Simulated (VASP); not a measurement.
Write the native input for VASP 6.6.1 that does the following.

- Task: single point
- Functional: PBE
- Potentials or basis: VASP PAW PBE potentials, release 64 (Ga_d, As)
- Cutoff: 520 eV
- k mesh: 13 × 13 × 13
- Occupations: fermi-dirac, width 0.02 eV
- Spin: no spin polarisation
- Dipole correction: no
- Further INCAR settings: ALGO = Normal; EDIFF = 1e-06; NBANDS = 16

The structure of GaAs lies in POSCAR:

```
GaAs
1.0
    0.0000000000      2.7886446409      2.7886446409
    2.7886446409      0.0000000000      2.7886446409
    2.7886446409      2.7886446409      0.0000000000
Ga As
1 1
Direct
    0.0000000000      0.0000000000      0.0000000000
    0.2500000000      0.2500000000      0.2500000000
```

This cell differs from its parent crystal: volume scaled by 0.96, then relaxed in part.

These files were run (other wordings do the same):

INCAR

```
PREC = Accurate
ENCUT = 520
EDIFF = 1E-6
ISMEAR = -1
SIGMA = 0.02
LREAL = False
LASPH = True
NELM = 80
ALGO = Normal
ISIF = 2
LWAVE = False
LCHARG = True
GGA = PE
LELF = True
LVHAR = True
NBANDS = 16
```

KPOINTS

```
Automatic mesh
0
Gamma
  13 13 13
```

Potentials or basis: VASP PAW PBE potentials, release 64 (Ga_d, As).

Launch:

```console
$ cat potpaw_PBE.64/Ga_d/POTCAR potpaw_PBE.64/As/POTCAR > POTCAR
$ mpirun -np 1 vasp_std > vasp.out
```

Results of the run:

```json
{"Pressure": "6.9 GPa", "Band gap on the k mesh": "0.83 eV, direct"}
```

Run time: 2.5 min on 1 thread of AMD EPYC 7R13, on a shared host, peak memory 0.18 GiB.
